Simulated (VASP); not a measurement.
# Ta2N (I4/mmm) in VASP: further runs

The runs below take Ta2N through single point, relaxation of cell and atoms, with PBE.

Everything below comes from runs of VASP 6.6.1. Logs are shortened: lines on timing, memory, paths and dates and some standing lists are left out, and cuts for length are marked.

## Step 1: The cell of the first run

The structure is tetragonal, space group I4/mmm (No. 139). Conventional cell: a = 2.775 Å, b = 2.775 Å, c = 10.262 Å, α = 90.00°, β = 90.00°, γ = 90.00°. Ta (site symmetry 4mm) has 4 N at 2.40 Å and 9 Ta at 2.76 to 3.08 Å within 3.2 Å. N (site symmetry 4/mmm) has 8 Ta at 2.40 Å and 4 N at 2.78 Å within 3.2 Å.

## Step 2: Single point, PBE

The input, INCAR:

```
SYSTEM = Ta2N
PREC = Accurate ; ENCUT = 520
EDIFF = 1E-7 ; ISMEAR = 0
SIGMA = 0.1 ; LREAL = .FALSE.
LASPH = .TRUE. ; NELM = 100
ALGO = Normal ; ISIF = 2
LWAVE = .FALSE. ; LCHARG = .FALSE.
GGA = PE ; NBANDS = 20
```

The input, KPOINTS:

```
Automatic mesh
0
G
  8 8 8
  0 0 0
```

The input, POSCAR:

```
Ta2N
1.0
   -1.3876402349      1.3876402349      5.1309510972
    1.3876402349     -1.3876402349      5.1309510972
    1.3876402349      1.3876402349     -5.1309510972
Ta N
2 1
Direct
    0.3654400275      0.3654400275      0.0000000000
    0.6345599725      0.6345599725      0.0000000000
    0.0000000000      0.0000000000      0.0000000000
```

Potentials or basis: VASP PAW PBE potentials, release 64 (Ta_pv, N).

Launch:

```
> cat potpaw_PBE.64/Ta_pv/POTCAR potpaw_PBE.64/N/POTCAR > POTCAR
> mpirun -np 1 vasp_std > vasp.out
```

OUTCAR:

```text
SYSTEM = Ta2N
   PREC = Accurate
   ENCUT = 520
   EDIFF = 1E-7
   ISMEAR = 0
   LREAL = .FALSE.
   LASPH = .TRUE.
   NELM = 100
   ISIF = 2
   GGA = PE

 ion  position               nearest neighbor table
   1  0.365  0.365  0.000-   3 2.40   3 2.40   3 2.40   3 2.40   2 2.76   2 3.08   2 3.08   2 3.08
                             2 3.08
   2  0.635  0.635  0.000-   3 2.40   3 2.40   3 2.40   3 2.40   1 2.76   1 3.08   1 3.08   1 3.08
                             1 3.08
   3  0.000  0.000  0.000-   2 2.40   2 2.40   2 2.40   1 2.40   2 2.40   1 2.40   1 2.40   1 2.40

  LATTYP: Found a body centered tetragonal cell.
 ALAT       =     2.7752804698
 C/A-ratio  =     3.6976090547

  Lattice vectors:

 A1 = (  -1.3876402349,   1.3876402349,   5.1309510972)
 A2 = (   1.3876402349,  -1.3876402349,   5.1309510972)
 A3 = (   1.3876402349,   1.3876402349,  -5.1309510972)

Analysis of symmetry for initial positions (statically):
=====================================================================
 Subroutine PRICEL returns:
 Original cell was already a primitive cell.

 Routine SETGRP: Setting up the symmetry group for a
 body centered tetragonal supercell.

 Subroutine GETGRP returns: Found 16 space group operations
 (whereof 16 operations were pure point group operations)
 out of a pool of 16 trial point group operations.

The static configuration has the point symmetry D_4h.

Analysis of symmetry for dynamics (positions and initial velocities):
=====================================================================
 Subroutine PRICEL returns:
 Original cell was already a primitive cell.

 Routine SETGRP: Setting up the symmetry group for a
 body centered tetragonal supercell.

 Subroutine GETGRP returns: Found 16 space group operations
 (whereof 16 operations were pure point group operations)
 out of a pool of 16 trial point group operations.

The dynamic configuration has the point symmetry D_4h.

 Subroutine INISYM returns: Found 16 space group operations
 (whereof 16 operations are pure point group operations),
 and found     1 'primitive' translations

----------------------------------------------------------------------------------------

                                     Primitive cell

  volume of cell :      39.5195

  direct lattice vectors                    reciprocal lattice vectors
[... 81 lines left out ...]
   ISTART =      0    job   : 0-new  1-cont  2-samecut
   ICHARG =      2    charge: 1-file 2-atom 10-const
   ISPIN  =      1    spin polarized calculation?
   LNONCOLLINEAR =      F non collinear calculations
   LSORBIT =      F    spin-orbit coupling
   LASPH  =      T    aspherical Exc in radial PAW
   ENCUT  =  520.0 eV  38.22 Ry    6.18 a.u.  10.21 10.21 10.21*2*pi/ulx,y,z
   NELM   =    100;   NELMIN=  2; NELMDL= -5     # of ELM steps
   EDIFF  = 0.1E-06   stopping-criterion for ELM
   LREAL  =      F    real-space projection
   EDIFFG = 0.1E-05   stopping-criterion for IOM
   NSW    =      0    number of steps for IOM
   IBRION =     -1    ionic relax: 0-MD 1-quasi-New 2-CG
   NFREE  =      0    steps in history (QN), initial steepest desc. (CG)
   ISIF   =      2    stress and relaxation
   ISYM   =      2    0-nonsym 1-usesym 2-fastsym
   POTIM  = 0.5000    time-step for ionic-motion
   TEBEG  =    0.0;   TEEND  =   0.0 temperature during run
   PSTRESS=    0.0 pullay stress
   NELECT =      27.0000    total number of electrons
   NUPDOWN=      -1.0000    fix difference up-down
   EMIN   =  10.00;   EMAX   =-10.00  energy-range for DOS
   EFERMI =   0.00;   METHOD = LEGACY
   ISMEAR =     0;   SIGMA  =   0.10  broadening in eV -4-tet -1-fermi 0-gaus
   EFERMI_NEDOS =   21; number of points for ismear=-14 and -15
   IALGO  =     38    algorithm
   IMIX   =      4    mixing-type and parameters
     AMIX     =   0.40;   BMIX     =  1.00
     AMIX_MAG =   1.60;   BMIX_MAG =  1.00
  volume/ion in A,a.u.               =      13.17        88.90
  Fermi-wavevector in a.u.,A,eV,Ry     =   1.441868  2.724736 28.286290  2.078984
  Thomas-Fermi vector in A             =   2.560452
   LORBIT       =      0    0 simple, 1 ext, 2 COOP (PROOUT), +10 PAW based schemes
   GGA     = PE    functional components
   LHFCALC =     F    Hartree Fock is set to
   AEXX    =    0.0000 exact exchange contribution
   IVDW    =     0    specifies the selected vdW correction
   LEPSILON=     F    determine dielectric tensor
   LRPA    =     F    only Hartree local field effects (RPA)
 non-spin polarized calculation
 Gauss-broadening in eV      SIGMA  =   0.10
  energy-cutoff  :      520.00
  volume of cell :       39.52
 maximum number of plane-waves:      1080
 NGX is ok and might be reduce to    42
   NGX = 21   NGY = 21   NGZ = 21

 number of electron      26.9999998 magnetization

 Free energy of the ion-electron system (eV)
  ---------------------------------------------------
  ext. energy  EPLUGINS =         0.00000000
  ---------------------------------------------------
  free energy    TOTEN  =       -32.45305755 eV

  energy without entropy =      -32.44609327  energy(sigma->0) =      -32.44957541

 E-fermi :   6.8825     XC(G=0): -13.0578

 val. band max:        6.8685049498   @ k =   0.3750   0.3750   0.1250
 cond. band min:       6.9133636132   @ k =   0.5000   0.5000   0.1250
 fundamental gap:      0.0448586633
 Fermi energy:         6.8825299427

 k-point     1 :       0.0000    0.0000    0.0000
  band No.  band energies     occupation
      1     -27.9653      2.00000
      2     -26.9127      2.00000
      3     -26.8935      2.00000
      4     -26.8935      2.00000
      5     -26.8575      2.00000
      6     -26.8575      2.00000
[... 541 lines left out ...]
     19      12.6789      0.00000
     20      13.4768      0.00000

 [... further k-points ...]
[... 5 lines left out ...]
  --------------------------------------------------------------------------------------
  -------------------------------------------------------------------------------------
  Total        0.0372399      0.0372399      0.1803556      0.0000000     -0.0000000      0.0000000
  in kB        1.5097566      1.5097566      7.3118725      0.0000000     -0.0000000      0.0000000
  external PRESSURE =       3.4437953 kB  Pullay stress =       0.0000000 kB

 VOLUME and BASIS-vectors are now :
 -----------------------------------------------------------------------------
  energy-cutoff  :      520.00
  volume of cell :       39.52
      direct lattice vectors                 reciprocal lattice vectors
    -1.387640235  1.387640235  5.130951097     0.000000000  0.360323942  0.097447820
     1.387640235 -1.387640235  5.130951097     0.360323942  0.000000000  0.097447820
     1.387640235  1.387640235 -5.130951097     0.360323942  0.360323942  0.000000000

 POSITION                                       TOTAL-FORCE (eV/Angst)
 -----------------------------------------------------------------------------------
      0.00000      0.00000      3.75011        -0.000000     -0.000000     -0.038133
      0.00000      0.00000      6.51179         0.000000      0.000000      0.038133
      0.00000      0.00000      0.00000         0.000000      0.000000      0.000000
 -----------------------------------------------------------------------------------
    total drift:                                0.000000     -0.000000      0.000000

  FREE ENERGIE OF THE ION-ELECTRON SYSTEM (eV)
  ---------------------------------------------------
  free  energy   TOTEN  =       -32.4530575548 eV

  energy  without entropy=      -32.4460932698  energy(sigma->0) =      -32.44957541
```

OSZICAR:

```text
N       E                     dE             d eps       ncg     rms          rms(c)
DAV:   1     0.213177030880E+03    0.21318E+03   -0.15056E+04  2360   0.139E+03
DAV:   2    -0.254749247763E+02   -0.23865E+03   -0.23179E+03  2640   0.395E+02
DAV:   3    -0.349943496614E+02   -0.95194E+01   -0.93427E+01  2924   0.713E+01
DAV:   4    -0.351270029816E+02   -0.13265E+00   -0.13212E+00  2928   0.807E+00
DAV:   5    -0.351282904755E+02   -0.12875E-02   -0.12866E-02  2872   0.692E-01    0.233E+01
DAV:   6    -0.327578875670E+02    0.23704E+01   -0.12780E+01  2944   0.216E+01    0.112E+01
DAV:   7    -0.325018021829E+02    0.25609E+00   -0.14703E+00  2756   0.792E+00    0.601E+00
DAV:   8    -0.324565481401E+02    0.45254E-01   -0.26523E-01  2648   0.393E+00    0.559E-01
DAV:   9    -0.324533034541E+02    0.32447E-02   -0.25974E-02  2940   0.970E-01    0.253E-01
DAV:  10    -0.324532035247E+02    0.99929E-04   -0.47134E-03  2956   0.510E-01    0.825E-02
DAV:  11    -0.324530574814E+02    0.14604E-03   -0.89904E-04  2912   0.176E-01    0.165E-02
DAV:  12    -0.324530587672E+02   -0.12858E-05   -0.69061E-05  2760   0.566E-02    0.579E-03
DAV:  13    -0.324530576089E+02    0.11583E-05   -0.32557E-06  2784   0.148E-02    0.210E-03
DAV:  14    -0.324530576308E+02   -0.21863E-07   -0.11770E-06  2932   0.588E-03    0.129E-03
DAV:  15    -0.324530575548E+02    0.75967E-07   -0.96573E-08  1548   0.205E-03
   1 F= -.32453058E+02 E0= -.32449575E+02  d E =-.696429E-02
```

stdout:

```text
POSCAR found type information on POSCAR TaN
 POSCAR found :  2 types and       3 ions
 scaLAPACK will be used
 LDA part: xc-table for (Slater+PW92), standard interpolation
 POSCAR, INCAR and KPOINTS ok, starting setup
 FFT: planning ... GRIDC
 FFT: planning ... GRID_SOFT
 FFT: planning ... GRID
 WAVECAR not read
 entering main loop
```

Wall time 1.8 min (1 thread of Intel Xeon Platinum 8488C (Sapphire Rapids), shared host); peak memory 0.26 GiB.

What came out:

| Property | Result |
| --- | --- |
| Free energy | -32.4531 eV |
| Pressure | 0.3 GPa |
| Largest force | 0.038 eV/Å |
| Band gap on the k mesh | zero (an odd number of electrons rules out a gap without spin polarisation) |

Forces in eV/Å, atoms in the order of the input:
```
Ta   0.000  0.000 -0.038
Ta   0.000  0.000  0.038
N    0.000  0.000  0.000
```

Stress tensor (GPa, compression positive):
```
0.15 0.00 0.00
0.00 0.15 0.00
0.00 0.00 0.73
```

Caveat: spin-orbit coupling is left out, which moves the levels of the heavy elements.

## Step 3: Relaxation of cell and atoms, PBE

This run uses another cell than the first one, of 13.97 Å³/atom.

The input, INCAR:

```
SYSTEM = Ta2N
  PREC = Accurate
  ENCUT = 600
  EDIFF = 1E-6
  ISMEAR = 0
  SIGMA = 0.1
  LREAL = .FALSE.
  LASPH = .TRUE.
  NELM = 60
  ALGO = Normal
  ISIF = 3
  LWAVE = .FALSE.
  LCHARG = .FALSE.
  GGA = PE
  IBRION = 2
  NSW = 90
  EDIFFG = -0.04
```

The input, KPOINTS:

```
regular mesh
0
G
  8 8 8
  0 0 0
```

The input, POSCAR:

```
Ta2N
1.0
   -1.4765856484      1.4765856484      4.8043987408
    1.4765856484     -1.4765856484      4.8043987408
    1.4765856484      1.4765856484     -4.8043987408
Ta N
2 1
Direct
    0.3400000000      0.3400000000      0.0000000000
    0.6600000000      0.6600000000      0.0000000000
    0.0000000000      0.0000000000      0.0000000000
```

Potentials or basis: VASP PAW PBE potentials, release 64 (Ta_pv, N).

Launch:

```
> cat potpaw_PBE.64/Ta_pv/POTCAR potpaw_PBE.64/N/POTCAR > POTCAR
> mpirun -np 1 vasp_std > vasp.out
```

Run time: 6.9 min. Hardware: 1 thread of Intel Xeon Platinum 8488C (Sapphire Rapids), shared host; peak memory 0.32 GiB.

Results (log left out):

```
Free energy                           : -32.4579 eV
Relaxed volume                        : 13.20 Å³/atom
Relaxed cell                          : a = 5.500 Å, b = 5.500 Å, c = 5.500 Å, α = 150.76°, β = 150.76°, γ = 41.82°
Space group after relaxing (to 0.1 Å) : I4/mmm (No. 139)
Energy gained by relaxing             : 800.5 meV/atom
Ionic steps                           : 7
Pressure after relaxing               : -0.2 GPa
Largest force after relaxing          : 0.018 eV/Å
Band gap on the k mesh                : zero (an odd number of electrons rules out a gap without spin polarisation)
```

Forces on the atoms (eV/Å):
```
Ta   0.000  0.000  0.018
Ta   0.000  0.000 -0.018
N    0.000  0.000  0.000
```

Stress tensor (GPa, compression positive):
```
-0.28  0.00  0.00
 0.00 -0.28  0.00
 0.00  0.00 -0.12
```

The path:
| step | energy change (eV) | largest force (eV/Å) | pressure (GPa) | volume (Å³) |
| --- | --- | --- | --- | --- |
| 1 | 0.0000 | 6.3812 | 4.33 | 41.90 |
| 2 | -1.8343 | 2.0951 | -18.73 | 44.15 |
| 3 | -1.9726 | 0.4622 | -19.63 | 43.76 |
| 4 | -0.5509 | 7.3541 | 64.69 | 34.48 |
| 5 | -2.2379 | 1.9622 | -4.69 | 40.79 |
| 6 | -2.3525 | 1.0785 | 3.90 | 38.96 |
| 7 | -2.4014 | 0.0185 | -0.23 | 39.60 |

Final structure:
```
Ta N
1.0
    -1.38809    1.38809    5.13750
     1.38809   -1.38809    5.13750
     1.38809    1.38809   -5.13750
Ta N
2 1
Cartesian
  0.0000 0.0000 3.7537
  0.0000 0.0000 6.5213
  0.0000 0.0000 0.0000
```

Levels at points of the mesh, in eV from the Fermi level:
```
           k point  band 10  band 11  band 12  band 13  band 14  band 15  band 16  band 17
(0.00, 0.00, 0.00)    -2.77    -2.63    -2.63    -2.43    -1.46     1.46     3.03     3.03
(0.50, 0.00, 0.00)    -3.23    -2.59    -1.77    -1.39    -1.11     1.74     3.36     4.74
(0.50, 0.50, 0.00)    -6.38    -2.26    -1.45     0.24     0.80     1.92     3.13     5.91
(0.50, 0.50, 0.50)    -3.33    -2.81    -2.81    -1.70    -1.42     3.45     3.53     3.72
```

Caveat: spin-orbit coupling is left out, which moves the levels of the heavy elements.
